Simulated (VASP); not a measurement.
A run of VASP 6.6.1 is set up as follows.

File INCAR:

```
SYSTEM = Te2Mo
PREC = Accurate
ENCUT = 520
EDIFF = 1E-6
ISMEAR = 0
SIGMA = 0.02
LREAL = .False.
LASPH = .True.
NELM = 80
ALGO = Normal
ISIF = 2
LWAVE = .False.
LCHARG = .False.
LDIPOL = .True.
IDIPOL = 3
DIPOL = 0.5 0.5 0.500
GGA = PE
IVDW = 12
IBRION = 2
NSW = 60
EDIFFG = -0.01
```

KPOINTS

```
Automatic mesh
0
Gamma
  12 12 1
  0 0 0
```

Contents of POSCAR:

```
Te2Mo
1.0
    3.5739700375      0.0000000000      0.0000000000
   -1.7869850188      3.0951488448      0.0000000000
    0.0000000000      0.0000000000     33.2702079551
Te Mo
2 1
Direct
    0.3333333333      0.6666666667      0.4453878238
    0.3333333333      0.6666666667      0.5546121762
    0.6666666667      0.3333333333      0.5000000000
```

Potentials or basis: VASP PAW PBE potentials, release 64 (Te, Mo_sv).

Run with:

```sh
$ cat potpaw_PBE.64/Te/POTCAR potpaw_PBE.64/Mo_sv/POTCAR > POTCAR
$ mpirun -np 1 vasp_std > vasp.out
```

**Question.** Predict the band gap on the k mesh.

**Answer.** 1.03 eV.

**Question.** Estimate the energy gained by relaxing.

**Answer.** 2.8 meV/atom.

Final structure:
```xyz
3
Lattice="3.5740 0.0000 0.0000 -1.7870 3.0951 0.0000 0.0000 0.0000 33.2702" Properties=species:S:1:pos:R:3 pbc="T T T"
Te    0.0000    2.0634   14.8429
Te    0.0000    2.0634   18.4273
Mo    1.7870    1.0317   16.6351
```

Caveat: the cell differs from its parent crystal (biaxial strain +0.020); spin-orbit coupling is left out, which moves the levels of the heavy elements.
